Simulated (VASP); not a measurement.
Wanted: the native input for a VASP 6.6.1 run.

```yaml
Task: single point
Functional: PBE
Potentials_or_basis: VASP PAW PBE potentials, release 64 (Mg, O)
Cutoff: 520 eV
k_mesh: 12 × 12 × 6
Occupations: fermi-dirac, width 0.02 eV
Spin: no spin polarisation
Dipole_correction: no
Further_INCAR_settings: ALGO = Normal; EDIFF = 1e-06; NBANDS = 16
```

The structure of MgO lies in POSCAR:

```
MgO
1.0
    3.5216472518      0.0000000000      0.0000000000
   -1.7608236259      3.0498359832      0.0000000000
    0.0000000000      0.0000000000      4.2305219513
Mg O
2 2
Direct
    0.3333333333      0.6666666667      0.2500000000
    0.6666666667      0.3333333333      0.7500000000
    0.6666666667      0.3333333333      0.2500000000
    0.3333333333      0.6666666667      0.7500000000
```

This cell differs from its parent crystal: strain +1.1%.

The input as run:

INCAR

```
SYSTEM = MgO
PREC = Accurate ; ENCUT = 520
EDIFF = 1E-6 ; ISMEAR = -1
SIGMA = 0.02 ; LREAL = .FALSE.
LASPH = .TRUE. ; NELM = 60
ALGO = Normal ; ISIF = 2
LWAVE = .FALSE. ; LCHARG = .FALSE.
GGA = PE ; NBANDS = 16
```

KPOINTS

```
Automatic mesh
0
G
  12 12 6
  0 0 0
```

Potentials or basis: VASP PAW PBE potentials, release 64 (Mg, O).

The run is started by

```sh
$ cat potpaw_PBE.64/Mg/POTCAR potpaw_PBE.64/O/POTCAR > POTCAR
$ mpirun -np 1 vasp_std > vasp.out
```

It gave:

```
Pressure               : -0.3 GPa
Band gap on the k mesh : 3.27 eV
```

Caveat: the cell differs from its parent crystal (strain +1.1%).

Run time: 63 s on 1 thread of Intel Xeon 8259CL, on a shared host, peak memory 0.2 GiB.
